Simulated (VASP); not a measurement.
# VH2 (Fm-3m) in VASP: vibrations by perturbation theory with LDA

Aim: the vibrations by perturbation theory of VH2 with LDA.

Everything below comes from runs of VASP 6.6.1. Logs are shortened: lines on timing, memory, paths and dates and some standing lists are left out, and cuts for length are marked.

### 1 The cell of the first run

It takes space group Fm-3m (No. 225, cubic). Conventional cell: a = 4.165 Å, b = 4.165 Å, c = 4.165 Å, α = 90.00°, β = 90.00°, γ = 90.00°. Within 2.4 Å of V (site symmetry m-3m) lie 8 H at 1.80 Å. Within 2.4 Å of H (site symmetry -43m) lie 4 V at 1.80 Å and 6 H at 2.08 Å.

### 2 Vibrations by perturbation theory, LDA (phonons at volume x 1.02)

Input file INCAR:

```
PREC = Accurate ; ENCUT = 520
EDIFF = 1E-8 ; ISMEAR = -1
SIGMA = 0.15 ; LREAL = False
LASPH = True ; NELM = 60
ALGO = Normal ; ISIF = 2
LWAVE = False ; LCHARG = True
GGA = CA ; IBRION = 8
NSW = 1
```

Input file KPOINTS:

```
regular mesh
0
Gamma
  18 18 18
```

Input file POSCAR:

```
VH2
1.0
    0.0000000000      2.0824035328      2.0824035328
    2.0824035328      0.0000000000      2.0824035328
    2.0824035328      2.0824035328      0.0000000000
V H
1 2
Direct
    0.0000000000      0.0000000000      0.0000000000
    0.2500000000      0.2500000000      0.2500000000
    0.7500000000      0.7500000000      0.7500000000
```

Potentials or basis: VASP PAW LDA potentials, release 64 (V_sv, H).

Run with:

```
$ cat potpaw_LDA.64/V_sv/POTCAR potpaw_LDA.64/H/POTCAR > POTCAR
$ mpirun -np 1 vasp_std > vasp.out
```

OUTCAR:

```text
PREC = Accurate
   ENCUT = 520
   EDIFF = 1E-8
   ISMEAR = -1
   LREAL = False
   LASPH = True
   NELM = 60
   ISIF = 2
   GGA = CA
   IBRION = 8
   NSW = 1

 ion  position               nearest neighbor table
   1  0.000  0.000  0.000-   3 1.80   3 1.80   3 1.80   2 1.80   3 1.80   2 1.80   2 1.80   2 1.80

   2  0.250  0.250  0.250-   1 1.80   1 1.80   1 1.80   1 1.80
   3  0.750  0.750  0.750-   1 1.80   1 1.80   1 1.80   1 1.80

  LATTYP: Found a face centered cubic cell.
 ALAT       =     4.1648070656

  Lattice vectors:

 A1 = (   0.0000000000,   2.0824035328,   2.0824035328)
 A2 = (   2.0824035328,   0.0000000000,   2.0824035328)
 A3 = (   2.0824035328,   2.0824035328,   0.0000000000)

Analysis of symmetry for initial positions (statically):
=====================================================================
 Subroutine PRICEL returns:
 Original cell was already a primitive cell.

 Routine SETGRP: Setting up the symmetry group for a
 face centered cubic supercell.

 Subroutine GETGRP returns: Found 48 space group operations
 (whereof 48 operations were pure point group operations)
 out of a pool of 48 trial point group operations.

The static configuration has the point symmetry O_h .

Analysis of symmetry for dynamics (positions and initial velocities):
=====================================================================
 Subroutine PRICEL returns:
 Original cell was already a primitive cell.

 Routine SETGRP: Setting up the symmetry group for a
 face centered cubic supercell.

 Subroutine GETGRP returns: Found 48 space group operations
 (whereof 48 operations were pure point group operations)
 out of a pool of 48 trial point group operations.

The dynamic configuration has the point symmetry O_h .

 Subroutine INISYM returns: Found 48 space group operations
 (whereof 48 operations are pure point group operations),
 and found     1 'primitive' translations

----------------------------------------------------------------------------------------

                                     Primitive cell
[... 509 lines left out ...]
      0.00000      0.00000      0.00000        -0.000000      0.000000     -0.000000
      1.04120      1.04120      1.04120        -0.000000      0.000000      0.000000
      3.12361      3.12361      3.12361         0.000000     -0.000000      0.000000
 -----------------------------------------------------------------------------------
    total drift:                               -0.000000      0.000000      0.000000

  FREE ENERGIE OF THE ION-ELECTRON SYSTEM (eV)
  ---------------------------------------------------
  free  energy   TOTEN  =       -17.9318783332 eV

  energy  without entropy=      -17.8244167617  energy(sigma->0) =      -17.87814755

[... ionic steps 2 to 3 ...]

--------------------------------------- Ionic step        4  -------------------------------------------

------------------------ aborting loop because EDIFF is reached ----------------------------------------

[... ionic steps 5 to 6 ...]

--------------------------------------- Ionic step        7  -------------------------------------------

 Free energy of the ion-electron system (eV)
  ---------------------------------------------------
  ---------------------------------------------------
  free energy    TOTEN  =        -0.01690189 eV

  energy without entropy =       -0.01690189

------------------------ aborting loop because EDIFF is reached ----------------------------------------

 INTERNAL STRAIN TENSOR  FOR ION    2  DIRECTION 1   (eV/Angst):
 -----------------------------------------------------------------------------
    -0.00084  0.00000  0.00000
     0.00000  0.00032 -4.76303
     0.00000 -4.76303  0.00032

 INTERNAL STRAIN TENSOR FOR ION    3 for displacements in x,y,z  (eV/Angst):
          X           Y           Z          XY          YZ          ZX
  --------------------------------------------------------------------------------
  x     0.00000    -0.00000    -0.00000     0.00000     4.76303     0.00000
  y     0.00000     0.00000     0.00000     0.00000     0.00000     4.76303
  z     0.00000     0.00000     0.00000     4.76303     0.00000     0.00000

 SECOND DERIVATIVES (NOT SYMMETRIZED)
 ------------------------------------
               1X          1Y          1Z          2X          2Y          2Z          3X          3Y          3Z
  1X   -10.282223    0.000000    0.000000    5.141111    0.000000    0.000000    5.141111    0.000000    0.000000
  1Y     0.000000  -10.282223    0.000000    0.000000    5.141111    0.000000    0.000000    5.141111    0.000000
  1Z     0.000000    0.000000  -10.282223    0.000000    0.000000    5.141111    0.000000    0.000000    5.141111
  2X     5.156343    0.000000    0.000000   -6.104685    0.000000    0.000000    0.948341    0.000000    0.000000
  2Y     0.000000    5.156343    0.000000    0.000000   -6.104685    0.000000    0.000000    0.948341   -0.000000
  2Z     0.000000    0.000000    5.156343    0.000000    0.000000   -6.104685    0.000000   -0.000000    0.948341
  3X     5.156343    0.000000    0.000000    0.948341    0.000000    0.000000   -6.104685    0.000000    0.000000
  3Y     0.000000    5.156343    0.000000    0.000000    0.948341   -0.000000    0.000000   -6.104685    0.000000
  3Z     0.000000    0.000000    5.156343    0.000000   -0.000000    0.948341    0.000000    0.000000   -6.104685

 Eigenvectors and eigenvalues of the dynamical matrix
 ----------------------------------------------------

   1 f  =   41.518196 THz   260.866522 2PiTHz 1384.897961 cm-1   171.705386 meV
             X         Y         Z           dx          dy          dz
      0.000000  0.000000  0.000000    -0.000000    0.000000    0.000000
      1.041202  1.041202  1.041202    -0.677409    0.202773   -0.000000
      3.123605  3.123605  3.123605     0.677409   -0.202773   -0.000000
[... 43 lines left out ...]
   9 f/i=    0.010192 THz     0.064037 2PiTHz    0.339963 cm-1     0.042150 meV
             X         Y         Z           dx          dy          dz
      0.000000  0.000000  0.000000    -0.820294    0.490390    0.221280
      1.041202  1.041202  1.041202    -0.114761    0.068607    0.030958
      3.123605  3.123605  3.123605    -0.114761    0.068607    0.030958

--------------------------------------------------------------------------------------------------------

 ELASTIC MODULI CONTR FROM IONIC RELAXATION (kBar)
 Direction    XX          YY          ZZ          XY          YZ          ZX
 --------------------------------------------------------------------------------
 XX          -0.0000     -0.0000     -0.0000     -0.0000     -0.0000     -0.0000
 YY          -0.0000     -0.0000     -0.0000     -0.0000      0.0000      0.0000
 ZZ          -0.0000     -0.0000     -0.0000      0.0000      0.0000     -0.0000
 XY          -0.0000     -0.0000      0.0000   -570.6989      0.0000      0.0000
 YZ          -0.0000      0.0000      0.0000      0.0000   -570.6989     -0.0000
 ZX          -0.0000      0.0000     -0.0000      0.0000     -0.0000   -570.6989
 --------------------------------------------------------------------------------
```

OSZICAR:

```text
N       E                     dE             d eps       ncg     rms          rms(c)
DAV:   1     0.103141649903E+03    0.10314E+03   -0.81318E+03  4290   0.145E+03
DAV:   2    -0.178412337824E+02   -0.12098E+03   -0.11773E+03  4380   0.393E+02
DAV:   3    -0.204341056670E+02   -0.25929E+01   -0.25168E+01  5040   0.650E+01
DAV:   4    -0.204569489370E+02   -0.22843E-01   -0.22565E-01  4491   0.583E+00
[... 43 lines left out ...]
RMM:   8    -0.169017190383E-01   -0.17690E-05   -0.11126E-08 27691   0.867E-04    0.625E-05
RMM:   9    -0.169019079185E-01   -0.18888E-06   -0.22620E-09 32795   0.226E-04    0.244E-05
RMM:  10    -0.169019187031E-01   -0.10785E-07   -0.81334E-10 30144   0.695E-05    0.362E-06
RMM:  11    -0.169018874364E-01    0.31267E-07   -0.19872E-10 32437   0.234E-05    0.179E-06
RMM:  12    -0.169018894191E-01   -0.19828E-08   -0.58790E-11 27446   0.734E-06    0.416E-07
 Linear response finished
```

Run time: 7 min. Hardware: 1 thread of Oxide Virtual Turin-like, shared host; peak memory 0.46 GiB.

Results:

| Property | Result |
| --- | --- |
| Highest phonon frequency at Γ, LO-TO splitting left out | 1385 cm⁻¹ |

Phonon frequencies in cm⁻¹ (negative: imaginary):
```tsv
q point	frequencies
(0.000, 0.000, 0.000)	0 0 0 1207 1207 1207 1385 1385 1385
```

Caveat: the cell differs from its parent crystal (phonons at volume x 1.02); the cell wasn't relaxed at this level first, which shifts response properties.
